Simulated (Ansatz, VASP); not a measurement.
MgO in VASP and in Ansatz

INCAR

```
ALGO = Normal ; EDIFF = 1E-7
EDIFFG = -0.005 ; ENCUT = 600
GGA = PE ; IBRION = 2
ISIF = 3 ; ISMEAR = -1
IVDW = 13 ; LASPH = T
LCHARG = F ; LREAL = F
LWAVE = F ; NELM = 60
NSW = 80 ; PREC = Accurate
SIGMA = 0.05
```

File KPOINTS:

```
k-points
0
Gamma
  11 11 11
```

Contents of POSCAR:

```
MgO
1.0
    0.0000000000      2.0970013927      2.0970013927
    2.0970013927      0.0000000000      2.0970013927
    2.0970013927      2.0970013927      0.0000000000
Mg O
1 1
Direct
    0.0000000000      0.0000000000      0.0000000000
    0.5000000000      0.5000000000      0.5000000000
```

The input input.yaml:

```yaml
crystal:
  lattice:
    - [0.0, 2.0970013927, 2.0970013927]
    - [2.0970013927, 0.0, 2.0970013927]
    - [2.0970013927, 2.0970013927, 0.0]
  atoms:
    - { symbol: Mg, position: [0.0, 0.0, 0.0] }
    - { symbol: O, position: [0.5, 0.5, 0.5] }
kpoints:
  mp_grid: { grid: [11, 11, 11] }
scf:
  occupations: { method: fermi_dirac, width: 0.05 }
hamiltonian:
  xc: pbe
  dispersion: d4
  pseudopotentials: { kind: all_electron, lapw: { basis_error: 0.001 } }
output:
  forces: true
  stress: true
relax:
  f_tol: 0.005
  max_steps: 60
  cell: {}
```

Alike in both runs: task relaxation of cell and atoms; functional PBE; dispersion D4; k mesh 11 × 11 × 11; occupations fermi-dirac, width 0.05 eV; no spin polarisation.

|  | VASP | Ansatz |
| --- | --- | --- |
| version | VASP 6.6.1 | Ansatz 0.2.0 |
| potentials or method | VASP PAW PBE potentials, release 64 (Mg, O), cutoff 600 eV | all-electron LAPW, scalar-relativistic |

```csv
,VASP,Ansatz,Ansatz less VASP
relaxed volume (Å³/atom),9.37,9.44,+0.061
relaxed cell length with the largest relative difference (Å),2.982,2.988,+0.0065
```

Ansatz ran all-electron here, and VASP with PAW potentials.
